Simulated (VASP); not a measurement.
Crystal: Be.

```xyz
2
Lattice="2.2853 0.0000 0.0000 -1.1426 1.9791 0.0000 0.0000 0.0000 3.5842" Properties=species:S:1:pos:R:3 pbc="T T T"
Be    0.0000    1.3194    0.8961
Be    1.1427    0.6597    2.6882
```

| Quantity | Value |
| --- | --- |
| Program | VASP 6.6.1 |
| Task | relaxation of cell and atoms |
| Functional | LDA |
| Potentials or basis | VASP PAW LDA potentials, release 64 (Be) |
| Cutoff | 600 eV |
| k mesh | 11 × 11 × 6 |
| Occupations | methfessel-paxton, width 0.02 eV |
| Spin | no spin polarisation |

At the start: pressure -8.0 GPa; volume 8.11 Å³/atom.

**Question.** How do energy, volume and symmetry change on relaxing?

**Answer.** Over 5 steps the energy falls by 14.0 meV/atom and the volume is 7.56 Å³/atom (-6.7 %); space group P6_3/mmc (No. 194, to 0.05 Å).

Step by step:
| step | energy change (eV) | largest force (eV/Å) | pressure (GPa) | volume (Å³) |
| --- | --- | --- | --- | --- |
| 1 | 0.0000 | 0.0000 | -7.97 | 16.21 |
| 2 | -0.0274 | 0.0000 | -1.17 | 15.28 |
| 3 | -0.0279 | 0.0000 | -0.01 | 15.15 |
| 4 | -0.0279 | 0.0000 | 0.17 | 15.13 |
| 5 | -0.0280 | 0.0000 | 0.15 | 15.12 |

Final structure:
```
Be
1.0
     2.22948    0.00000    0.00000
    -1.11474    1.93079    0.00000
     0.00000    0.00000    3.51362
Be
2
Cartesian
  0.0000 1.2872 0.8784
  1.1147 0.6436 2.6352
```
